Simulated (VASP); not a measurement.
A run of VASP 6.6.1 is set up as follows.

File POSCAR:

```
Ti
1.0
    2.7296000000      0.0000000000      0.0000000000
   -1.3648000000      2.3639029422      0.0000000000
    0.0000000000      0.0000000000      5.0095000000
Ti
2
Direct
    0.3333333333      0.6666666667      0.2500000000
    0.6666666667      0.3333333333      0.7500000000
```

Contents of INCAR.step1:

```
PREC = Accurate ; ENCUT = 520
ISMEAR = 1 ; SIGMA = 0.05
LREAL = False ; LASPH = True
NELM = 80 ; NBANDS = 19
GGA = PE ; ALGO = Normal
EDIFF = 1E-4 ; LWAVE = True
LCHARG = False
```

Contents of INCAR.step2:

```
PREC = Accurate ; ENCUT = 520
EDIFF = 1E-6 ; ISMEAR = 1
SIGMA = 0.05 ; LREAL = False
LASPH = True ; NELM = 80
ALGO = Normal ; ISIF = 2
LWAVE = False ; LCHARG = True
METAGGA = R2SCAN ; LMIXTAU = True
LELF = True ; LVHAR = True
NBANDS = 19 ; ISTART = 1
```

Contents of KPOINTS:

```
Automatic mesh
0
Gamma
  18 18 10
```

Potentials or basis: VASP PAW PBE potentials, release 64 (Ti_sv).

Run with:

```sh
$ cat potpaw_PBE.64/Ti_sv/POTCAR > POTCAR
$ cp INCAR.step1 INCAR
$ mpirun -np 1 vasp_std > vasp.out
$ cp INCAR.step2 INCAR
$ mpirun -np 1 vasp_std > vasp.out
```

(1) Predict the band gap on the k mesh.

(2) Estimate the pressure.

## Answers

(1) zero (bands 12 and 13 overlap by 0.42 eV).

(2) 9.1 GPa.

Caveat: the cell stands under pressure; the PAW data sets were made with another functional, which shifts forces and pressure a little.
